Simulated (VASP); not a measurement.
# Ti (P6/mmm) in VASP: settings compared, part 2 of 2

VASP 6.6.1.

**5. Relaxation of cell and atoms, LDA**

This run uses another cell than the first one, of 17.23 Å³/atom.

Contents of INCAR:

```
SYSTEM = Ti
PREC = Accurate ; ENCUT = 600
EDIFF = 1E-7 ; ISMEAR = 1
SIGMA = 0.1 ; LREAL = .False.
LASPH = .True. ; NELM = 100
ALGO = Normal ; ISIF = 3
LWAVE = .False. ; LCHARG = .False.
GGA = CA ; IBRION = 2
NSW = 80 ; EDIFFG = -0.02
```

Contents of KPOINTS:

```
Automatic mesh
0
Gamma
  7 7 10
  0 0 0
```

Contents of POSCAR:

```
Ti
1.0
    4.6000000000      0.0000000000      0.0000000000
   -2.3000000000      3.9837168600      0.0000000000
    0.0000000000      0.0000000000      2.8200000000
Ti
3
Direct
    0.0000000000      0.0000000000      0.0000000000
    0.3333333333      0.6666666667      0.5000000000
    0.6666666667      0.3333333333      0.5000000000
```

Potentials or basis: VASP PAW LDA potentials, release 64 (Ti_sv).

Launch:

```sh
$ cat potpaw_LDA.64/Ti_sv/POTCAR > POTCAR
$ mpirun -np 1 vasp_std > vasp.out
```

OUTCAR:

```text
SYSTEM = Ti
   PREC = Accurate
   ENCUT = 600
   EDIFF = 1E-7
   ISMEAR = 1
   LREAL = .False.
   LASPH = .True.
   NELM = 100
   ISIF = 3
   GGA = CA
   IBRION = 2
   NSW = 80
   EDIFFG = -0.02

 ion  position               nearest neighbor table
   1  0.000  0.000  0.000-
   2  0.333  0.667  0.500-   3 2.66   3 2.66   3 2.66
   3  0.667  0.333  0.500-   2 2.66   2 2.66   2 2.66

  LATTYP: Found a hexagonal cell.
 ALAT       =     4.6000000000
 C/A-ratio  =     0.6130434783

  Lattice vectors:

 A1 = (   4.6000000000,   0.0000000000,   0.0000000000)
 A2 = (  -2.3000000000,   3.9837168600,   0.0000000000)
 A3 = (   0.0000000000,   0.0000000000,   2.8200000000)

Analysis of symmetry for initial positions (statically):
=====================================================================
 Subroutine PRICEL returns:
 Original cell was already a primitive cell.

 Routine SETGRP: Setting up the symmetry group for a
[... 168 lines left out ...]
  ext. energy  EPLUGINS =         0.00000000
  ---------------------------------------------------
  free energy    TOTEN  =       -25.59049619 eV

  energy without entropy =      -25.59130779  energy(sigma->0) =      -25.59076672

------------------------ aborting loop because EDIFF is reached ----------------------------------------

  FORCE on cell =-STRESS in cart. coord.  units (eV):
  Direction    XX          YY          ZZ          XY          YZ          ZX
  --------------------------------------------------------------------------------------
  -------------------------------------------------------------------------------------
  Total       -3.1941982     -3.1941982     -2.5207969      0.0000000      0.0000000      0.0000000
  in kB      -99.0323408    -99.0323409    -78.1543269      0.0000000      0.0000000      0.0000000
  external PRESSURE =     -92.0730028 kB  Pullay stress =       0.0000000 kB
[... 172 lines left out ...]
--------------------------------------- Ionic step        6  -------------------------------------------

 number of electron      36.0000001 magnetization

 Free energy of the ion-electron system (eV)
  ---------------------------------------------------
  ext. energy  EPLUGINS =         0.00000000
  ---------------------------------------------------
  free energy    TOTEN  =       -25.72324358 eV

  energy without entropy =      -25.72356710  energy(sigma->0) =      -25.72335142

 E-fermi :   9.0374     XC(G=0): -12.2436

 val. band max:        9.0226370359   @ k =   0.0000   0.0000   0.0000
 cond. band min:       9.0394736792   @ k =   0.2857   0.2857   0.4000
 fundamental gap:      0.0168366434
 Fermi energy:         9.0373875051

 k-point     1 :       0.0000    0.0000    0.0000
  band No.  band energies     occupation
      1     -47.0431      2.00000
      2     -46.7710      2.00000
      3     -46.5473      2.00000
      4     -23.7783      2.00000
      5     -23.7783      2.00000
      6     -23.7163      2.00000
[... 589 lines left out ...]
     21       9.6928     -0.00000
     22      10.0451     -0.00000

 [... further k-points ...]
[... 5 lines left out ...]
  --------------------------------------------------------------------------------------
  -------------------------------------------------------------------------------------
  Total        0.0500575      0.0500575      0.0472203      0.0000000      0.0000000     -0.0000000
  in kB        1.6917198      1.6917198      1.5958375      0.0000000      0.0000000     -0.0000000
  external PRESSURE =       1.6597590 kB  Pullay stress =       0.0000000 kB
[... 18 lines left out ...]
  FREE ENERGIE OF THE ION-ELECTRON SYSTEM (eV)
  ---------------------------------------------------
  free  energy   TOTEN  =       -25.7232435799 eV

  energy  without entropy=      -25.7235670982  energy(sigma->0) =      -25.72335142

 reached required accuracy - stopping structural energy minimisation
```

OSZICAR:

```text
N       E                     dE             d eps       ncg     rms          rms(c)
DAV:   1     0.438318492994E+03    0.43832E+03   -0.20742E+04  2112   0.222E+03
DAV:   2     0.216608900644E+02   -0.41666E+03   -0.41273E+03  2142   0.592E+02
[... 69 lines left out ...]
DAV:   1    -0.257235590053E+02   -0.34725E-03   -0.17411E-02  2130   0.166E+00    0.126E-01
DAV:   2    -0.257233877689E+02    0.17124E-03   -0.15907E-03  2600   0.465E-01    0.887E-02
DAV:   3    -0.257233562894E+02    0.31479E-04   -0.15623E-03  2906   0.451E-01    0.834E-02
DAV:   4    -0.257232428272E+02    0.11346E-03   -0.66230E-04  2998   0.282E-01    0.811E-03
DAV:   5    -0.257232437344E+02   -0.90712E-06   -0.35745E-05  2694   0.621E-02    0.347E-03
DAV:   6    -0.257232435844E+02    0.14998E-06   -0.16610E-06  2964   0.130E-02    0.109E-03
DAV:   7    -0.257232435799E+02    0.44674E-08   -0.79529E-08  1426   0.282E-03
   6 F= -.25723244E+02 E0= -.25723351E+02  d E =-.173635E-02
```

Run time: 5.1 min. Hardware: 1 thread of Intel Xeon 6975P-C (Granite Rapids), shared host; peak memory 0.2 GiB.

What came out:

```yaml
Free_energy: -25.7232 eV
Relaxed_volume: 15.80 Å³/atom
Relaxed_cell: a = 4.446 Å, b = 4.446 Å, c = 2.770 Å, α = 90.00°, β = 90.00°, γ = 120.00°
Space_group_after_relaxing_to_0.1_Å: P6/mmm (No. 191)
Energy_gained_by_relaxing: 44.2 meV/atom
Ionic_steps: 6
Pressure_after_relaxing: 0.2 GPa
Band_gap_on_the_k_mesh: zero (bands 18 and 19 overlap by 0.35 eV)
```

Step by step:
```csv
step,energy change (eV),largest force (eV/Å),pressure (GPa),volume (Å³)
1,0.0000,0.0000,-9.21,51.68
2,-0.0570,0.0000,8.84,44.62
3,-0.1310,0.0000,0.02,47.48
4,-0.1310,0.0000,0.24,47.40
5,-0.1327,0.0000,0.18,47.41
6,-0.1327,0.0000,0.17,47.41
```

Final structure:
```
CELL_PARAMETERS angstrom
4.44566 0.00000 0.00000
-2.22283 3.85005 0.00000
0.00000 0.00000 2.76980
ATOMIC_POSITIONS crystal
Ti 0.00000 0.00000 0.00000
Ti 0.33333 0.66667 0.50000
Ti 0.66667 0.33333 0.50000
```

Levels at points of the mesh, in eV from the Fermi level:
| k point | band 14 | band 15 | band 16 | band 17 | band 18 | band 19 | band 20 | band 21 | band 22 |
| --- | --- | --- | --- | --- | --- | --- | --- | --- | --- |
| (0.00, 0.00, 0.00) | -2.21 | -0.72 | -0.72 | -0.61 | -0.61 | -0.01 | 0.71 | 1.33 | 1.33 |
| (0.00, 0.00, 0.50) | -2.39 | -2.21 | -1.83 | -1.83 | -1.69 | 1.11 | 1.11 | 1.32 | 1.32 |

LDA usually gives volumes a few per cent too small. Zero-point motion and thermal expansion aren't in these numbers.

**6. Relaxation of cell and atoms, BLYP+D3(BJ)**

This run uses another cell than the first one, of 17.23 Å³/atom.

Contents of INCAR:

```
PREC = Accurate
ENCUT = 600
EDIFF = 1E-7
ISMEAR = 1
SIGMA = 0.1
LREAL = F
LASPH = T
NELM = 80
ALGO = Normal
ISIF = 3
LWAVE = F
LCHARG = F
GGA = B5
ALDAX = 1.0
AGGAX = 1.0
AGGAC = 1.0
ALDAC = 0.0
IVDW = 12
VDW_S6 = 1.0
VDW_S8 = 2.6996
VDW_A1 = 0.4298
VDW_A2 = 4.2359
IBRION = 2
NSW = 80
EDIFFG = -0.02
```

Contents of KPOINTS:

```
regular mesh
0
Gamma
  7 7 10
```

POSCAR is that of step 5.

Potentials or basis: VASP PAW PBE potentials, release 64 (Ti_sv).

Launch:

```sh
$ cat potpaw_PBE.64/Ti_sv/POTCAR > POTCAR
$ mpirun -np 1 vasp_std > vasp.out
```

It took 8.6 min on 1 thread of Intel Xeon 6975P-C (Granite Rapids), shared host; peak memory 0.24 GiB.

It converged, with:

* Free energy: -24.8401 eV
* Relaxed volume: 15.32 Å³/atom
* Relaxed cell: a = 4.399 Å, b = 4.399 Å, c = 2.743 Å, α = 90.00°, β = 90.00°, γ = 120.00°
* Space group after relaxing (to 0.1 Å): P6/mmm (No. 191)
* Energy gained by relaxing: 77.9 meV/atom
* Ionic steps: 6
* Pressure after relaxing: 0.2 GPa
* Band gap on the k mesh: zero (bands 18 and 19 overlap by 0.35 eV)
* Dispersion energy per atom: -1.622 eV

Step by step:
```csv
step,energy change (eV),largest force (eV/Å),pressure (GPa),volume (Å³)
1,0.0000,0.0000,-11.99,51.68
2,-0.1173,0.0000,11.39,42.62
3,-0.2318,0.0000,-0.05,46.08
4,-0.2318,0.0000,0.26,45.97
5,-0.2337,0.0000,0.21,45.97
6,-0.2338,0.0000,0.20,45.97
```

Final structure:
```
Ti
1.0
     4.39947    0.00000    0.00000
    -2.19974    3.81006    0.00000
     0.00000    0.00000    2.74254
Ti
3
Cartesian
  0.0000 0.0000 2.7425
  0.0000 2.5400 1.3713
  2.1997 1.2700 1.3713
```

Levels at points of the mesh, in eV from the Fermi level:
```csv
k point,band 14,band 15,band 16,band 17,band 18,band 19,band 20,band 21,band 22
"(0.00, 0.00, 0.00)",-2.30,-0.70,-0.70,-0.61,-0.61,-0.01,0.70,1.33,1.33
"(0.00, 0.00, 0.50)",-2.49,-2.12,-1.93,-1.93,-1.58,1.14,1.14,1.35,1.35
```

Caveat: the dispersion term is far too large for a dense solid, which distorts pressure and volume; the PAW data sets were made with another functional, which shifts forces and pressure a little.

**7. Relaxation of cell and atoms, PBEsol**

This run uses another cell than the first one, of 17.23 Å³/atom.

Contents of INCAR:

```
SYSTEM = Ti
PREC = Accurate
ENCUT = 600
EDIFF = 1E-6
ISMEAR = 1
SIGMA = 0.1
LREAL = .FALSE.
LASPH = .TRUE.
NELM = 100
ALGO = Normal
ISIF = 3
LWAVE = .FALSE.
LCHARG = .FALSE.
GGA = PS
IBRION = 2
NSW = 80
EDIFFG = -0.02
```

Contents of KPOINTS:

```
Automatic mesh
0
G
  7 7 10
  0 0 0
```

POSCAR is that of step 6.

Launch:

```sh
$ cat potpaw_PBE.64/Ti_sv/POTCAR > POTCAR
$ mpirun -np 1 vasp_std > vasp.out
```

Run time: 4.1 min. Hardware: 1 thread of Intel Xeon 6975P-C (Granite Rapids), shared host; peak memory 0.22 GiB.

The run converged. Its results:

```
Free energy                           : -25.0617 eV
Relaxed volume                        : 16.43 Å³/atom
Relaxed cell                          : a = 4.511 Å, b = 4.511 Å, c = 2.796 Å, α = 90.00°, β = 90.00°, γ = 120.00°
Space group after relaxing (to 0.1 Å) : P6/mmm (No. 191)
Energy gained by relaxing             : 14.0 meV/atom
Ionic steps                           : 4
Pressure after relaxing               : 0.0 GPa
Band gap on the k mesh                : zero (bands 18 and 19 overlap by 0.30 eV)
```

Stress tensor (GPa, compression positive):
```
-0.01  0.00  0.00
 0.00 -0.01  0.00
 0.00  0.00  0.08
```

The path:
```csv
step,energy change (eV),largest force (eV/Å),pressure (GPa),volume (Å³)
1,0.0000,0.0000,-5.10,51.68
2,-0.0213,0.0000,4.18,47.69
3,-0.0411,0.0000,0.09,49.26
4,-0.0419,0.0000,0.02,49.28
```

Final structure:
```yaml
crystal:
  lattice:
    - [4.51119, 0.00000, 0.00000]
    - [-2.25560, 3.90681, 0.00000]
    - [0.00000, 0.00000, 2.79633]
  atoms:
    - { symbol: Ti, position: [0.00000, 0.00000, 0.00000] }
    - { symbol: Ti, position: [0.33333, 0.66667, 0.50000] }
    - { symbol: Ti, position: [0.66667, 0.33333, 0.50000] }
```

Levels at points of the mesh, in eV from the Fermi level:
```csv
k point,band 16,band 17,band 18,band 19,band 20,band 21
"(0.00, 0.00, 0.00)",-0.73,-0.63,-0.63,-0.03,0.69,1.32
"(0.00, 0.00, 0.50)",-1.75,-1.73,-1.73,1.08,1.08,1.29
```

Caveat: the PAW data sets were made with another functional, which shifts forces and pressure a little.

**8. Overview**

```tsv
task	level	potentials or basis	cell	cutoff (eV)	gap on the mesh (eV)	pressure (GPa)	relaxed volume (Å³/atom)
single point	BLYP+D3(BJ)	VASP PAW PBE potentials, release 64 (Ti_sv)	a = 4.405, b = 4.405, c = 2.744 Å, angles 90.0, 90.0, 120.0°, 3 atoms	520	none	-0.2	-
single point	LDA	VASP PAW LDA potentials, release 64 (Ti_sv)	a = 4.450, b = 4.450, c = 2.770 Å, angles 90.0, 90.0, 120.0°, 3 atoms	520	none	-0.1	-
single point	PBEsol	VASP PAW PBE potentials, release 64 (Ti_sv)	a = 4.514, b = 4.514, c = 2.798 Å, angles 90.0, 90.0, 120.0°, 3 atoms	520	none	-0.2	-
relaxation of cell and atoms	LDA	VASP PAW LDA potentials, release 64 (Ti_sv)	relaxed from a = 4.600, b = 4.600, c = 2.820 Å, angles 90.0, 90.0, 120.0°, 3 atoms	600	none	0.2	15.80
relaxation of cell and atoms	BLYP+D3(BJ)	VASP PAW PBE potentials, release 64 (Ti_sv)	relaxed from a = 4.600, b = 4.600, c = 2.820 Å, angles 90.0, 90.0, 120.0°, 3 atoms	600	none	0.2	15.32
relaxation of cell and atoms	PBEsol	VASP PAW PBE potentials, release 64 (Ti_sv)	relaxed from a = 4.600, b = 4.600, c = 2.820 Å, angles 90.0, 90.0, 120.0°, 3 atoms	600	none	0.0	16.43
```

Alike in all rows: no spin polarisation; k mesh 7 × 7 × 10; smearing methfessel-paxton 0.1 eV.

Caveats: the PAW data sets were made with another functional, which shifts forces and pressure a little (at least some runs); the dispersion term is far too large for a dense solid, which distorts pressure and volume (at least some runs).

Total energies depend on the potentials used, so only differences within one code and one set of settings carry meaning.

The gap in the log of VASP goes by the Fermi energy; the results here count the filled bands.